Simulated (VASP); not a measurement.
TiO2: single point with r2SCAN

The system is TiO2.

```xyz
3
Lattice="0.0000 2.3968 2.3968 2.3968 0.0000 2.3968 2.3968 2.3968 0.0000" Properties=species:S:1:pos:R:3 pbc="T T T"
Ti    0.0000    0.0000    0.0000
O     1.1984    1.1984    1.1984
O     3.5952    3.5952    3.5952
```

| Property | Result |
| --- | --- |
| Program | VASP 6.6.1 |
| Task | single point |
| Functional | r2SCAN |
| Potentials or basis | VASP PAW PBE potentials, release 64 (Ti_sv, O) |
| Cutoff | 520 eV |
| k mesh | 4 × 4 × 4 |
| Occupations | gaussian, width 0.01 eV |
| Spin | no spin polarisation |
| Dipole correction | no |
| Further INCAR settings | ALGO = Normal; EDIFF = 1e-06; NBANDS = 19 |

The pressure is 1.5 GPa and the band gap on the k mesh is 1.54 eV, indirect (least direct gap 2.24 eV).

Levels at points of the mesh, in eV from the valence-band top:
| k point | band 8 | band 9 | band 10 | band 11 | band 12 | band 13 | band 14 | band 15 | band 16 | band 17 |
| --- | --- | --- | --- | --- | --- | --- | --- | --- | --- | --- |
| (0.00, 0.00, 0.00) | -6.19 | -6.19 | -0.91 | -0.91 | -0.91 | 1.54 | 1.54 | 5.72 | 5.72 | 5.72 |
| (0.50, 0.00, 0.00) | -5.04 | -3.49 | -3.35 | -2.62 | -2.62 | 1.85 | 1.85 | 3.15 | 5.32 | 5.32 |
| (0.50, 0.50, 0.00) | -4.77 | -4.77 | -2.15 | -2.15 | 0.00 | 2.24 | 2.25 | 3.19 | 4.48 | 4.48 |

Run time: 17 s on 1 thread of Intel(R) Xeon(R) 6975P-C (Granite Rapids), on a shared host, peak memory 0.16 GiB.

Caveat: the k points lie up to 0.57 Å⁻¹ apart; the PAW data sets were made with another functional, which shifts forces and pressure a little. A k mesh can miss the band edges.
